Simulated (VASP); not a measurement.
Set up this calculation in VASP 6.6.1, as the native input.

| Quantity | Value |
| --- | --- |
| Task | relaxation of cell and atoms |
| Functional | PBE |
| Potentials or basis | VASP PAW PBE potentials, release 64 (Ba_sv) |
| Cutoff | 600 eV |
| k mesh | 10 × 10 × 3 |
| Occupations | fermi-dirac, width 0.05 eV |
| Spin | no spin polarisation |
| Target pressure | 14 GPa |
| Dipole correction | no |
| Further INCAR settings | ALGO = Normal; EDIFF = 1e-06; IBRION = 2; EDIFFG = -0.005; NSW = 60; ISIF = 3 |

The structure of Ba lies in POSCAR:

```
Ba
1.0
    3.5350012142      0.0000000000      0.0000000000
   -1.7675006071      3.0614008539      0.0000000000
    0.0000000000      0.0000000000     11.4887539462
Ba
4
Direct
    0.0000000000      0.0000000000      0.0000000000
    0.0000000000      0.0000000000      0.5000000000
    0.3333333333      0.6666666667      0.2500000000
    0.6666666667      0.3333333333      0.7500000000
```

This isn't the form of Ba at room conditions, which is bcc.

One way to write it, as run:

INCAR

```
PREC = Accurate
ENCUT = 600
EDIFF = 1E-6
ISMEAR = -1
SIGMA = 0.05
LREAL = F
LASPH = T
NELM = 80
ALGO = Normal
ISIF = 3
LWAVE = F
LCHARG = F
GGA = PE
IBRION = 2
NSW = 60
EDIFFG = -0.005
PSTRESS = 140.0
```

KPOINTS

```
regular mesh
0
Gamma
  10 10 3
```

Potentials or basis: VASP PAW PBE potentials, release 64 (Ba_sv).

Run with:

```console
$ cat potpaw_PBE.64/Ba_sv/POTCAR > POTCAR
$ mpirun -np 1 vasp_std > vasp.out
```

It gave:

| Quantity | Value |
| --- | --- |
| Relaxed volume | 32.06 Å³/atom |
| Relaxed cell | a = 3.584 Å, b = 3.584 Å, c = 11.529 Å, α = 90.00°, β = 90.00°, γ = 120.00° |
| Space group after relaxing (to 0.1 Å) | P6_3/mmc (No. 194) |
| Energy change on relaxing (the run minimises the enthalpy) | -90.0 meV/atom |
| Ionic steps | 5 |
| Pressure after relaxing | 14.0 GPa |
| Band gap on the k mesh | zero (bands 20 and 21 overlap by 1.21 eV) |

Caveat: the cell is relaxed towards a set pressure, so the run minimises the enthalpy, not the energy; spin-orbit coupling is left out, which moves the levels of the heavy elements.

It took 4.2 min on 1 thread of Intel(R) Xeon(R) Platinum 8259CL CPU @ 2.50GHz (Skylake/Cascade Lake), with other jobs on the host, peak memory 0.31 GiB.
